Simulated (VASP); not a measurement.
CaSe: single point with LDA

Crystal: CaSe.

```xyz
2
Lattice="0.0000 2.9450 2.9450 2.9450 0.0000 2.9450 2.9450 2.9450 0.0000" Properties=species:S:1:pos:R:3 pbc="T T T"
Ca    0.0000    0.0000    0.0000
Se    2.9450    2.9450    2.9450
```

| Quantity | Value |
| --- | --- |
| Program | VASP 6.6.1 |
| Task | single point |
| Functional | LDA |
| Potentials or basis | VASP PAW LDA potentials, release 64 (Ca_sv, Se) |
| Cutoff | 500 eV |
| k mesh | 6 × 6 × 6 |
| Occupations | gaussian, width 0.1 eV |
| Spin | no spin polarisation |

| Quantity | Value |
| --- | --- |
| Pressure | -2.4 GPa |
| Band gap on the k mesh | 1.83 eV (least direct gap 2.79 eV) |

Levels at points of the mesh, in eV from the valence-band top:
| k point | band 5 | band 6 | band 7 | band 8 | band 9 | band 10 | band 11 | band 12 |
| --- | --- | --- | --- | --- | --- | --- | --- | --- |
| (0.00, 0.00, 0.00) | -11.88 | 0.00 | 0.00 | 0.00 | 3.17 | 3.54 | 3.54 | 3.54 |
| (0.50, 0.00, 0.00) | -11.15 | -3.39 | -1.26 | -1.26 | 4.39 | 5.36 | 5.38 | 5.38 |
| (0.50, 0.50, 0.00) | -11.29 | -2.58 | -0.95 | -0.95 | 1.83 | 4.89 | 4.95 | 5.93 |

It took 18 s on 1 thread of Intel Xeon 8259CL, with other jobs on the host, peak memory 0.15 GiB.

A k mesh can miss the band edges.
